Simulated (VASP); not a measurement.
# BeSe2 (P6_3/mmc) in VASP: further runs, part 2 of 2

VASP 6.6.1.

### 3 Single point, r2SCAN

The input, POSCAR:

```
BeSe2
1.0
    1.5923720000      2.7580660000      0.0000000000
   -1.5923720000      2.7580660000      0.0000000000
    0.0000000000      0.0000000000     12.5550550000
Be Se
2 4
Direct
    0.3333300000      0.3333400000      0.2500000000
    0.6666600000      0.6666700000      0.7500000000
    0.3333300000      0.3333400000      0.6210000000
    0.6666600000      0.6666700000      0.1210000000
    0.3333300000      0.3333400000      0.8790000000
    0.6666700000      0.6666700000      0.3790000000
```

The input, INCAR.step1:

```
SYSTEM = BeSe2
PREC = Accurate ; ENCUT = 520
ISMEAR = 1 ; SIGMA = 0.0559
LREAL = .FALSE. ; LASPH = .TRUE.
NELM = 100 ; NELECT = 27.0
NBANDS = 23 ; GGA = PE
ALGO = Normal ; EDIFF = 1E-4
LWAVE = .TRUE. ; LCHARG = .FALSE.
```

The input, INCAR.step2:

```
SYSTEM = BeSe2
PREC = Accurate ; ENCUT = 520
EDIFF = 1E-7 ; ISMEAR = 1
SIGMA = 0.0559 ; LREAL = .FALSE.
LASPH = .TRUE. ; NELM = 100
ALGO = Normal ; ISIF = 2
LWAVE = .FALSE. ; LCHARG = .FALSE.
METAGGA = R2SCAN ; LMIXTAU = .TRUE.
NELECT = 27.0 ; NBANDS = 23
ISTART = 1
```

The input, KPOINTS:

```
regular mesh
0
G
  6 6 2
  0 0 0
```

Potentials or basis: VASP PAW PBE potentials, release 64 (Be, Se).

Command:

```console
$ cat potpaw_PBE.64/Be/POTCAR potpaw_PBE.64/Se/POTCAR > POTCAR
$ cp INCAR.step1 INCAR
$ mpirun -np 1 vasp_std > vasp.out
$ cp INCAR.step2 INCAR
$ mpirun -np 1 vasp_std > vasp.out
```

OUTCAR:

```text
SYSTEM = BeSe2
   PREC = Accurate
   ENCUT = 520
   EDIFF = 1E-7
   ISMEAR = 1
   LREAL = .FALSE.
   LASPH = .TRUE.
   NELM = 100
   ISIF = 2
   METAGGA = R2SCAN
   NELECT = 27.0
   ISTART = 1

 ion  position               nearest neighbor table
   1  0.333  0.333  0.250-   4 2.45   6 2.45   6 2.45   4 2.45   4 2.45   6 2.45
   2  0.667  0.667  0.750-   3 2.45   5 2.45   3 2.45   5 2.45   3 2.45   5 2.45
   3  0.333  0.333  0.621-   2 2.45   2 2.45   2 2.45
   4  0.667  0.667  0.121-   1 2.45   1 2.45   1 2.45
   5  0.333  0.333  0.879-   2 2.45   2 2.45   2 2.45
   6  0.667  0.667  0.379-   1 2.45   1 2.45   1 2.45

  LATTYP: Found a hexagonal cell.
 ALAT       =     3.1847412213
 C/A-ratio  =     3.9422528009

  Lattice vectors:

 A1 = (   1.5923720000,  -2.7580660000,   0.0000000000)
 A2 = (   1.5923720000,   2.7580660000,   0.0000000000)
 A3 = (   0.0000000000,   0.0000000000,  12.5550550000)

Analysis of symmetry for initial positions (statically):
[... 181 lines left out ...]
 E-fermi :   3.7937     XC(G=0): -10.2250

 val. band max:        3.7420051869   @ k =   0.3333   0.5000   0.5000
 cond. band min:       3.8177830274   @ k =   0.1667  -0.0000   0.5000
 fundamental gap:      0.0757778405
 Fermi energy:         3.7936760819

 k-point     1 :       0.0000    0.0000    0.0000
  band No.  band energies     occupation
      1     -11.4706      2.00000
      2     -11.1109      2.00000
      3     -10.7056      2.00000
      4     -10.1888      2.00000
      5      -2.4884      2.00000
      6      -0.7089      2.00000
[... 613 lines left out ...]
     22      12.1760      0.00000
     23      12.5968      0.00000

 [... further k-points ...]

------------------------ aborting loop because EDIFF is reached ----------------------------------------

  FORCE on cell =-STRESS in cart. coord.  units (eV):
  Direction    XX          YY          ZZ          XY          YZ          ZX
  --------------------------------------------------------------------------------------
  -------------------------------------------------------------------------------------
  Total      -10.6350812    -10.6349860    -13.6092082      0.0000148     -0.0000220     -0.0000115
  in kB     -154.5089325   -154.5075488   -197.7177400      0.0002145     -0.0003198     -0.0001668
  external PRESSURE =    -168.9114071 kB  Pullay stress =       0.0000000 kB

 VOLUME and BASIS-vectors are now :
 -----------------------------------------------------------------------------
  energy-cutoff  :      520.00
  volume of cell :      110.28
      direct lattice vectors                 reciprocal lattice vectors
     1.592372000  2.758066000  0.000000000     0.313996981  0.181286452  0.000000000
    -1.592372000  2.758066000  0.000000000    -0.313996981  0.181286452  0.000000000
     0.000000000  0.000000000 12.555055000     0.000000000  0.000000000  0.079649193

 POSITION                                       TOTAL-FORCE (eV/Angst)
 -----------------------------------------------------------------------------------
     -0.00002      1.83872      3.13876         0.000011     -0.000005     -0.000193
     -0.00002      3.67741      9.41629         0.000001      0.000027     -0.000081
     -0.00002      1.83872      7.79669        -0.000010     -0.000030      0.611644
     -0.00002      3.67741      1.51916        -0.000013     -0.000010      0.611670
     -0.00002      1.83872     11.03589         0.000010      0.000005     -0.611532
      0.00000      3.67744      4.75837         0.000001      0.000013     -0.611507
 -----------------------------------------------------------------------------------
    total drift:                                0.000001     -0.000001     -0.000025

  FREE ENERGIE OF THE ION-ELECTRON SYSTEM (eV)
  ---------------------------------------------------
  free  energy   TOTEN  =       -69.0466143054 eV

  energy  without entropy=      -69.0468369850  energy(sigma->0) =      -69.04668853
```

OSZICAR.step1:

```text
N       E                     dE             d eps       ncg     rms          rms(c)
DAV:   1     0.109086315806E+03    0.10909E+03   -0.10832E+04  1840   0.980E+02
DAV:   2    -0.158126345618E+02   -0.12490E+03   -0.11871E+03  2418   0.169E+02
DAV:   3    -0.250066173587E+02   -0.91940E+01   -0.90505E+01  2450   0.493E+01
DAV:   4    -0.251277450362E+02   -0.12113E+00   -0.12091E+00  2217   0.641E+00
DAV:   5    -0.251291596627E+02   -0.14146E-02   -0.14143E-02  2452   0.662E-01    0.666E+00
DAV:   6    -0.249758209806E+02    0.15334E+00   -0.42814E-01  2043   0.338E+00    0.333E+00
DAV:   7    -0.249813331293E+02   -0.55121E-02   -0.12160E-01  2318   0.157E+00    0.109E+00
DAV:   8    -0.249804312899E+02    0.90184E-03   -0.74028E-03  2299   0.493E-01    0.193E-01
DAV:   9    -0.249806130550E+02   -0.18177E-03   -0.19498E-03  2356   0.155E-01    0.996E-02
DAV:  10    -0.249804926002E+02    0.12045E-03   -0.21449E-03  1676   0.824E-02    0.617E-02
DAV:  11    -0.249805014941E+02   -0.88939E-05   -0.72576E-04  1599   0.568E-02
   1 F= -.24980501E+02 E0= -.24979200E+02  d E =-.390334E-02
```

Run time: 4 min. Hardware: 1 thread of Intel Xeon Platinum 8375C at 2.90GHz (Ice Lake), shared host; peak memory 0.28 GiB.

Results:

```
Free energy   : -69.0466 eV
Largest force : 0.612 eV/Å
```

Forces on the atoms (eV/Å):
```
Be   0.000  0.000  0.000
Be   0.000  0.000  0.000
Se   0.000  0.000  0.612
Se   0.000  0.000  0.612
Se   0.000  0.000 -0.612
Se   0.000  0.000 -0.612
```

Caveat: the k points lie up to 0.38 Å⁻¹ apart; the cell carries a net charge on a neutralising background, which shifts energy and pressure; the cell is charged against a uniform background, so pressure and absolute levels hang on convention; the PAW data sets were made with another functional, which shifts forces and pressure a little.
